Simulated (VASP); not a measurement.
MgB2, 3 atoms in the cell. Symmetry: P6/mmm, No. 191, hexagonal system. Conventional cell: a = 3.092 Å, b = 3.092 Å, c = 3.499 Å, α = 90.00°, β = 90.00°, γ = 120.00°. Mg (site symmetry 6/mmm) has 12 B at 2.50 Å and 6 Mg at 3.09 Å within 3.3 Å. B (site symmetry -6m2) has 3 B at 1.79 Å within 2.4 Å.  This cell differs from its parent crystal: volume scaled by 1.04.

* Program: VASP 6.6.1
* Task: relaxation of shape and atoms at fixed volume
* Functional: PBE
* Dispersion: D3(BJ)
* Potentials or basis: VASP PAW PBE potentials, release 64 (Mg, B)
* Cutoff: 600 eV
* k mesh: 8 × 8 × 6
* Occupations: gaussian, width 0.05 eV
* Spin: no spin polarisation
* Dipole correction: no
* Further INCAR settings: ALGO = Normal; EDIFF = 1e-07; IBRION = 2; EDIFFG = -0.01; NSW = 60; ISIF = 4

Potentials or basis: VASP PAW PBE potentials, release 64 (Mg, B).

Launch:

```bash
$ cat potpaw_PBE.64/Mg/POTCAR potpaw_PBE.64/B/POTCAR > POTCAR
$ mpirun -np 1 vasp_std > vasp.out
```

Hardware: 1 thread of Intel Xeon 6975P-C, with other jobs on the host.

Question: How long does it take, and how much memory?

Answer: Wall time 16 s on 1 thread of Intel Xeon 6975P-C, on a shared host, peak memory 0.17 GiB. Counts: scf iterations 19, k points 40, ion steps 2.
